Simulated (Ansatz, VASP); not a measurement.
## CdSe in VASP and in Ansatz

```xyz
2
Lattice="0.0000 2.4931 2.4931 2.4931 0.0000 2.4931 2.4931 2.4931 0.0000" Properties=species:S:1:pos:R:3 pbc="T T T"
Cd    0.0000    0.0000    0.0000
Se    2.4931    2.4931    2.4931
```

Change from the starting cell: volume scaled by 0.72, PAW files.

Alike in both runs: task single point; functional LDA; k mesh 12 × 12 × 12; occupations fermi-dirac, width 0.05 eV; no spin polarisation.

|  | VASP | Ansatz |
| --- | --- | --- |
| version | VASP 6.6.1 | Ansatz 0.2.0 |
| potentials or method | VASP PAW LDA potentials, release 64 (Cd, Se) | PAW with Ansatz's default frozen-core files, scalar-relativistic |
| plane-wave cutoff (eV) | 520 | 420 |
| valence electrons in the cell | 18 | 36 |

|  | VASP | Ansatz | Ansatz less VASP |
| --- | --- | --- | --- |
| pressure (GPa) | 59.7 | 56.7 | -2.98 |

LDA's correlation is that of Perdew and Zunger in VASP and of Perdew and Wang (1992) in Ansatz. Both programs put the cell under a high pressure, so it lies far from rest at this level. VASP's potentials hold 18 valence electrons a cell and Ansatz's 36, so a difference there can come from the potentials and not from the codes.
